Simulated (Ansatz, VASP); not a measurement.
## ZnS: VASP beside Ansatz

```
Zn S
1.0
     3.83624    0.00000    0.00000
    -1.91812    3.32228    0.00000
     0.00000    0.00000    6.27529
Zn S
2 2
Direct
  0.66667 0.33333 0.50000
  0.33333 0.66667 0.00000
  0.66667 0.33333 0.88500
  0.33333 0.66667 0.38500
```

Change from the starting cell: volume scaled by 1.02.

Alike in both runs: task single point; functional PBEsol; k mesh 8 × 8 × 5; occupations fermi-dirac, width 0.05 eV; no spin polarisation.

```csv
,VASP,Ansatz
version,VASP 6.6.1,Ansatz 0.2.0
potentials or method,"VASP PAW PBE potentials, release 64 (Zn, S), cutoff 520 eV","all-electron LAPW, scalar-relativistic"
```

Ansatz gave:

* gap on the k mesh at the Fermi level (eV): 2.02
* least direct gap on the mesh (eV): 2.02
* pressure (GPa): -2.7
* traceless stress, the component that is largest in VASP (GPa): -1.03
* rms of the force components (eV/Å): 0.163

Question: What did VASP give for the same quantities?

Answer: gap on the k mesh at the Fermi level (eV): 2.02; least direct gap on the mesh (eV): 2.02; pressure (GPa): -2.5; traceless stress, the component that is largest in VASP (GPa): -1.04; rms of the force components (eV/Å): 0.165.

VASP's potentials were made for PBE, not for PBEsol. Atom by atom the forces differ by 0.001 eV/Å (rms over components). Ansatz ran all-electron here, and VASP with PAW potentials.
